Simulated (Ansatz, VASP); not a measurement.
W3Se: VASP beside Ansatz

```
W Se
1.0
    -2.02761    2.02761    4.52920
     2.02761   -2.02761    4.52920
     2.02761    2.02761   -4.52920
W Se
3 1
Cartesian
  0.0000 0.0000 4.5292
  2.0276 0.0000 2.2646
  0.0000 2.0276 2.2646
  0.0000 0.0000 0.0000
```

Alike in both runs: task single point; functional PBE; k mesh 6 × 6 × 6; occupations gaussian, width 0.1 eV; collinear spin.

```csv
,VASP,Ansatz
version,VASP 6.6.1,Ansatz 0.2.0
potentials or method,"VASP PAW PBE potentials, release 64 (W_sv, Se), cutoff 520 eV","scalar-relativistic, plane waves, PAW"
valence electrons in the cell,48,58
```

|  | VASP | Ansatz | Ansatz less VASP |
| --- | --- | --- | --- |
| gap on the k mesh at the Fermi level (eV) | none | none | - |
| pressure (GPa) | -22.3 | -22.5 | -0.15 |
| traceless stress, the component that is largest in VASP (GPa) | 1.63 | 1.69 | +0.054 |
| net moment per atom (μB) | 0.00 | 0.00 | 0.000 |

A gap of «none» marks a metal or a gap that the smearing closes. With one functional, cell and mesh, what is left measures potentials, basis and numerics. VASP's potentials hold 48 valence electrons a cell and Ansatz's 58, so a difference there can come from the potentials and not from the codes. Ansatz's warnings: no starting moments, stability check not made.

The k mesh is coarse, so the values compare programs but aren't converged. Neither program's run includes spin-orbit coupling.
